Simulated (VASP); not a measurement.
A run of VASP 6.6.1 is set up as follows.

INCAR

```
SYSTEM = CdSe
PREC     = Accurate       ! precision mode
ENCUT    = 520            ! plane-wave cutoff, eV
EDIFF    = 1E-6           ! SCF threshold, eV
ISMEAR   = -1             ! smearing method
SIGMA    = 0.05           ! smearing width, eV
LREAL    = .FALSE.        ! projectors in reciprocal space
LASPH    = .TRUE.         ! aspherical terms in the spheres
NELM     = 80             ! most SCF steps
ALGO     = Normal         ! electronic algorithm
ISIF     = 2              ! what is computed and relaxed
LWAVE    = .FALSE.        ! write WAVECAR
LCHARG   = .TRUE.         ! write CHGCAR
GGA      = PE             ! functional
LELF     = .TRUE.         ! ELF
LVHAR    = .TRUE.       
NBANDS   = 16             ! bands
```

File KPOINTS:

```
regular mesh
0
G
  11 11 11
  0 0 0
```

The input POSCAR:

```
CdSe
1.0
    0.0000000000      2.8739580000      2.8739580000
    2.8739580000      0.0000000000      2.8739580000
    2.8739580000      2.8739580000      0.0000000000
Cd Se
1 1
Direct
    0.0000000000      0.0000000000      0.0000000000
    0.5000000000      0.5000000000      0.5000000000
```

Potentials or basis: VASP PAW PBE potentials, release 64 (Cd, Se).

The run is started by

```sh
$ cat potpaw_PBE.64/Cd/POTCAR potpaw_PBE.64/Se/POTCAR > POTCAR
$ mpirun -np 1 vasp_std > vasp.out
```

Problem. Predict the pressure.

Solution. 0.0 GPa.

Problem. What does it give for the band gap on the k mesh?

Solution. Zero (bands 9 and 10 overlap by 0.33 eV).

Caveat: semilocal functionals underestimate gaps, so a narrow gap can read as zero.
